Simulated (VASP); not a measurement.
# Si2TeO6 in VASP: further runs, part 2 of 2

VASP 6.6.1. Earlier steps stand in the parts before.

## (4) Single point, PBE

The input, INCAR:

```
SYSTEM = Si2TeO6
PREC = Accurate
ENCUT = 520
EDIFF = 1E-7
ISMEAR = -1
SIGMA = 0.2111
LREAL = Auto
LASPH = .TRUE.
NELM = 60
ALGO = Normal
ISIF = 2
LWAVE = .FALSE.
LCHARG = .FALSE.
GGA = PE
NBANDS = 65
ISYM = 0
```

The input, KPOINTS:

```
Automatic mesh
0
G
  1 1 1
  0 0 0
```

The input, POSCAR:

```
Si2TeO6
1.0
    6.7408150000     -0.0209520000     -0.0836220000
   -0.0209520000      6.5091140000     -0.1374820000
   -0.0836220000     -0.1374820000      6.2942280000
Te O Si
2 12 4
Direct
    1.0341744329      0.7479311919      0.8065446327
    0.3467632976      0.2398632596      0.9774655321
    0.4713014498      0.4308596645      0.3119096763
    0.7739312067      0.2945535478      0.5902824757
    0.4553305073      1.0356635556      0.7708795653
    0.0076229017      0.1159664741      0.9449766906
    0.9259579323      0.4892417449      0.9379891208
    0.4451019649      0.4683568172      0.8385471496
    0.6673510534      0.2205167834      0.0755629313
    0.1877242692      0.7513636522      0.0558943617
    0.3278545557      0.6697366213      0.5290424153
    0.0861854949      0.3973142025      0.2882608566
    0.5534451787      0.0128250343      0.3668394923
    0.7284665497      0.7566353273      0.6440317332
    0.6367207768      0.2596551531      0.3547112965
    0.8118674750      0.2761251737      0.8515950206
    0.5294858722      0.8809765991      0.5940074132
    0.2288529238      0.5850408565      0.2715606626
```

Potentials or basis: VASP PAW PBE potentials, release 64 (Te, O, Si).

Command:

```
$ cat potpaw_PBE.64/Te/POTCAR potpaw_PBE.64/O/POTCAR potpaw_PBE.64/Si/POTCAR > POTCAR
$ mpirun -np 1 vasp_gam > vasp.out
```

OUTCAR:

```text
SYSTEM = Si2TeO6
   PREC = Accurate
   ENCUT = 520
   EDIFF = 1E-7
   ISMEAR = -1
   LREAL = Auto
   LASPH = .TRUE.
   NELM = 60
   ISIF = 2
   GGA = PE
   ISYM = 0

 ion  position               nearest neighbor table
   1  0.034  0.748  0.807-  10 1.86   7 2.05  14 2.28   6 2.52  11 2.71  18 3.39
   2  0.347  0.240  0.977-   8 1.88   5 1.98   9 2.24   6 2.42   3 2.52  18 2.98  15 3.04  16 3.26

   3  0.471  0.431  0.312-  15 1.61  18 1.94   2 2.52
   4  0.774  0.295  0.590-  16 1.67  15 1.73
   5  0.455  0.036  0.771-  17 1.56   2 1.98
   6  0.008  0.116  0.945-  16 1.79   2 2.42   1 2.52
   7  0.926  0.489  0.938-  16 1.65   1 2.05
   8  0.445  0.468  0.839-   2 1.88
   9  0.667  0.221  0.076-  15 1.78  16 1.78   2 2.24
  10  0.188  0.751  0.056-  18 1.79   1 1.86
  11  0.328  0.670  0.529-  18 1.80  17 1.95   1 2.71
  12  0.086  0.397  0.288-  18 1.56
  13  0.553  0.013  0.367-  15 1.70  17 1.71
  14  0.728  0.757  0.644-  17 1.60   1 2.28
  15  0.637  0.260  0.355-   3 1.61  13 1.70   4 1.73   9 1.78   2 3.04  17 3.04
  16  0.812  0.276  0.852-   7 1.65   4 1.67   9 1.78   6 1.79   2 3.26
  17  0.529  0.881  0.594-   5 1.56  14 1.60  13 1.71  11 1.95  15 3.04
  18  0.229  0.585  0.272-  12 1.56  10 1.79  11 1.80   3 1.94   2 2.98   1 3.39
[... 164 lines left out ...]
      2     -17.5245      2.00000
      3     -16.9890      2.00000
      4     -16.6519      2.00000
      5     -16.3885      2.00000
      6     -16.0014      2.00000
[... 54 lines left out ...]
     61       8.9623      0.00000
     62       9.3387      0.00000
 [bands above 62 left out]

------------------------ aborting loop because EDIFF is reached ----------------------------------------

  FORCE on cell =-STRESS in cart. coord.  units (eV):
  Direction    XX          YY          ZZ          XY          YZ          ZX
  --------------------------------------------------------------------------------------
  -------------------------------------------------------------------------------------
  Total       -9.2464861     -6.7848059    -11.7421763     -4.1387235     10.8929366     -6.5382787
  in kB      -53.6769308    -39.3865899    -68.1647033    -24.0257727     63.2347681    -37.9554706
  external PRESSURE =     -53.7427413 kB  Pullay stress =       0.0000000 kB

 VOLUME and BASIS-vectors are now :
 -----------------------------------------------------------------------------
  energy-cutoff  :      520.00
  volume of cell :      275.99
      direct lattice vectors                 reciprocal lattice vectors
     6.740815000 -0.020952000 -0.083622000     0.148376224  0.000519479  0.001982600
    -0.020952000  6.509114000 -0.137482000     0.000519479  0.153703468  0.003364177
    -0.083622000 -0.137482000  6.294228000     0.001982600  0.003364177  0.158975541

 POSITION                                       TOTAL-FORCE (eV/Angst)
 -----------------------------------------------------------------------------------
      0.14725      4.75677      4.97089        -2.842039     -0.474498     -1.177728
      2.25070      1.41965      6.09042         0.465344      0.901876      0.102315
      3.14185      2.75176      1.86458        -0.297274      0.198460     -0.895032
      5.16139      1.81991      3.61016        -0.801896     -0.714875     -0.868862
      3.00409      0.11662      4.80911        -0.883817      0.462161      0.849039
     -0.03007      0.62476      5.93132        -1.406543     -0.073790     -2.356764
[... 10 lines left out ...]
      3.50104      5.64162      3.57342        -0.494334     -2.516376     -3.359092
      1.50769      3.76597      1.60970         2.321517     -0.280264      2.275417
 -----------------------------------------------------------------------------------
    total drift:                                0.005861      0.010986     -0.003031

  FREE ENERGIE OF THE ION-ELECTRON SYSTEM (eV)
  ---------------------------------------------------
  free  energy   TOTEN  =      -115.6883707893 eV

  energy  without entropy=     -115.5921700500  energy(sigma->0) =     -115.64027042
```

stdout:

```text
POSCAR found type information on POSCAR TeO Si
 POSCAR found :  3 types and      18 ions
 scaLAPACK will be used
 LDA part: xc-table for (Slater+PW92), standard interpolation
 POSCAR, INCAR and KPOINTS ok, starting setup
 FFT: planning ... GRIDC
 FFT: planning ... GRID_SOFT
 FFT: planning ... GRID
 WAVECAR not read
 entering main loop
```

It took 35 s on 1 thread of AMD EPYC 7R13 (Zen 3), shared host; peak memory 0.28 GiB.

What came out:

- Free energy: -115.6884 eV
- Pressure: -5.4 GPa
- Largest force: 4.410 eV/Å
- Band gap on the k mesh: 1.71 eV

Forces in eV/Å, atoms in the order of the input:
```
Te  -2.842 -0.474 -1.178
Te   0.465  0.902  0.102
O   -0.297  0.198 -0.895
O   -0.802 -0.715 -0.869
O   -0.884  0.462  0.849
O   -1.407 -0.074 -2.357
O    0.226  1.541 -1.760
O   -1.254 -1.839  1.010
O    0.889 -0.294 -0.770
O    1.874 -0.671  3.935
O   -0.276  4.231 -0.910
O   -0.188  0.294 -0.054
O    0.045  0.509  1.260
O    0.825  0.178  0.674
Si  -0.280 -1.330  0.489
Si   2.077 -0.121  1.555
Si  -0.494 -2.516 -3.359
Si   2.322 -0.280  2.275
```

Caveat: the k points lie up to 1.00 Å⁻¹ apart; spin-orbit coupling is left out, which moves the levels of the heavy elements.

## (5) Single point, PBE

The input, INCAR:

```
ALGO     = Normal         # electronic algorithm
EDIFF    = 1E-6           # SCF threshold, eV
ENCUT    = 520            # plane-wave cutoff, eV
GGA      = PE             # functional
ISIF     = 2              # what is computed and relaxed
ISMEAR   = -1             # smearing method
ISYM     = 0            
LASPH    = True           # aspherical terms in the spheres
LCHARG   = False          # write CHGCAR
LREAL    = Auto         
LWAVE    = False          # write WAVECAR
NBANDS   = 65             # bands
NELM     = 80             # most SCF steps
PREC     = Accurate       # precision mode
SIGMA    = 0.1172         # smearing width, eV
```

The input, KPOINTS:

```
k-points
0
Gamma
  1 1 1
```

The input, POSCAR:

```
Si2TeO6
1.0
    6.7408150000     -0.0209520000     -0.0836220000
   -0.0209520000      6.5091140000     -0.1374820000
   -0.0836220000     -0.1374820000      6.2942280000
Te O Si
2 12 4
Direct
   -0.0164424331      0.7564954084      0.7755077434
    0.3368164620      0.1818365349      1.0043842576
    0.5402891105      0.5018135975      0.2920875114
    0.8150579347      0.2816100753      0.5577893097
    0.4871482695      0.0430064267      0.7783273695
    0.0407686033      0.0767352248      0.8303060938
    0.9253954808      0.5076312608      0.9185483243
    0.3788871021      0.4112546543      0.8702883673
    0.7625391614      0.2231259448      0.0782028949
    0.1913154882      0.7905905140      0.0832060975
    0.3245109290      0.7676086443      0.4775681187
    0.1592932997      0.4066356718      0.2752246200
    0.5445166664      0.0625933924      0.3400140633
    0.6872764929      0.7650111284      0.6203054123
    0.6704099773      0.2889712230      0.3241384590
    0.8485435829      0.2696039667      0.8236297770
    0.5270825012      0.9218971695      0.5491143568
    0.2950693598      0.6193187123      0.2553993063
```

Command:

```
$ cat potpaw_PBE.64/Te/POTCAR potpaw_PBE.64/O/POTCAR potpaw_PBE.64/Si/POTCAR > POTCAR
$ mpirun -np 1 vasp_gam > vasp.out
```

It took 35 s on 1 thread of AMD EPYC 7R13 (Zen 3), shared host; peak memory 0.28 GiB.

It converged, with:

| Item | Value |
| --- | --- |
| Free energy | -117.9257 eV |
| Pressure | -5.9 GPa |
| Largest force | 4.600 eV/Å |
| Band gap on the k mesh | 0.74 eV |

Forces on the atoms (eV/Å):
```
Te   0.907 -0.096  0.403
Te  -1.608 -0.654  0.861
O    0.230 -0.990 -0.220
O   -0.964  0.281  0.132
O    0.361 -0.259 -1.241
O   -1.744  1.941 -0.210
O   -0.428 -0.963 -1.586
O   -0.150  1.751 -0.577
O   -0.677 -0.178 -0.151
O    0.217 -0.737 -0.331
O    0.772  1.137  0.168
O    1.142  1.022 -0.785
O    0.749  1.069  0.929
O    4.135 -1.728  1.038
Si   0.385  0.363 -0.688
Si   1.237  0.246  1.735
Si  -3.739 -0.063  0.455
Si  -0.825 -2.142  0.071
```

Stress tensor (GPa, compression positive):
```
 -4.56   1.85  -3.20
  1.85  -1.64   0.34
 -3.20   0.34 -11.56
```

Levels at points of the mesh, in eV from the valence-band top:
```tsv
k point	band 47	band 48	band 49	band 50	band 51	band 52	band 53	band 54
(0.00, 0.00, 0.00)	-1.03	-0.56	-0.30	0.00	0.74	2.18	2.63	3.26
```

Caveat: the k points lie up to 1.00 Å⁻¹ apart; spin-orbit coupling is left out, which moves the levels of the heavy elements.

## (6) Single point, PBE

The input, INCAR:

```
PREC = Accurate
ENCUT = 520
EDIFF = 1E-6
ISMEAR = -1
SIGMA = 0.1172
LREAL = Auto
LASPH = True
NELM = 100
ALGO = Normal
ISIF = 2
LWAVE = False
LCHARG = True
GGA = PE
LELF = True
LVHAR = True
ISYM = 0
NBANDS = 65
```

The input, KPOINTS:

```
regular mesh
0
Gamma
  1 1 1
```

The input, POSCAR:

```
Si2TeO6
1.0
    6.7408150000     -0.0209520000     -0.0836220000
   -0.0209520000      6.5091140000     -0.1374820000
   -0.0836220000     -0.1374820000      6.2942280000
Te O Si
2 12 4
Direct
    0.0559774829      0.7170647621      0.7719369948
    0.2824008038      0.1953099034      0.9568348201
    0.5597387101      0.4647115286      0.2620537325
    0.7868687266      0.2957130125      0.5432510155
    0.4363461246     -0.0127813179      0.7398686439
    0.0201526736      0.0797163123      0.8081154297
    0.9436505308      0.4851371178      0.8569881113
    0.3283170515      0.4557662522      0.8249777708
    0.7726946368      0.2233403615      0.0536242968
    0.2553216245      0.7524592669      0.1088626135
    0.3342756315      0.7323483068      0.4587791397
    0.1748814254      0.3729913712      0.2633089450
    0.5598748140      0.0401452216      0.3209971258
    0.7452255074      0.7887130370      0.6295013611
    0.6802431800      0.2553830718      0.2761312222
    0.8481854201      0.2625520234      0.7898042681
    0.5295546512      0.8707551633      0.5342837248
    0.3312447612      0.5723800331      0.2570274387
```

Potentials or basis: VASP PAW PBE potentials, release 64 (Te, O, Si).

Command:

```
$ cat potpaw_PBE.64/Te/POTCAR potpaw_PBE.64/O/POTCAR potpaw_PBE.64/Si/POTCAR > POTCAR
$ mpirun -np 1 vasp_gam > vasp.out
```

Wall time 39 s (1 thread of AMD EPYC 7R13 (Zen 3), shared host); peak memory 0.28 GiB.

It converged, with:

```
Free energy            : -117.8114 eV
Pressure               : -2.1 GPa
Largest force          : 4.679 eV/Å
Band gap on the k mesh : 1.21 eV
```

Forces on the atoms (eV/Å):
```
Te   1.976  1.771 -0.280
Te   0.872  0.826 -0.340
O   -1.461  1.564 -0.351
O   -0.319 -0.603 -0.757
O   -0.843  1.442  0.972
O    0.759  0.880 -0.272
O   -1.027 -1.306  1.203
O   -0.542 -1.985  0.172
O    0.794 -0.433 -3.803
O   -1.641  1.408 -3.042
O    0.515 -0.090  2.208
O    0.903  0.491 -1.188
O    0.080 -1.128  1.404
O    0.802 -0.381 -0.273
Si  -0.847 -1.105  4.467
Si  -0.564 -0.969  0.979
Si   1.647  2.838  0.082
Si  -1.104 -3.220 -1.179
```

Stress tensor (GPa, compression positive):
```
-1.97  3.32 -3.49
 3.32  2.28  5.71
-3.49  5.71 -6.51
```

Levels at points of the mesh, in eV from the valence-band top:
| k point | band 47 | band 48 | band 49 | band 50 | band 51 | band 52 | band 53 | band 54 |
| --- | --- | --- | --- | --- | --- | --- | --- | --- |
| (0.00, 0.00, 0.00) | -0.71 | -0.49 | -0.22 | 0.00 | 1.21 | 2.40 | 2.99 | 3.50 |

Caveat: the k points lie up to 1.00 Å⁻¹ apart; spin-orbit coupling is left out, which moves the levels of the heavy elements.
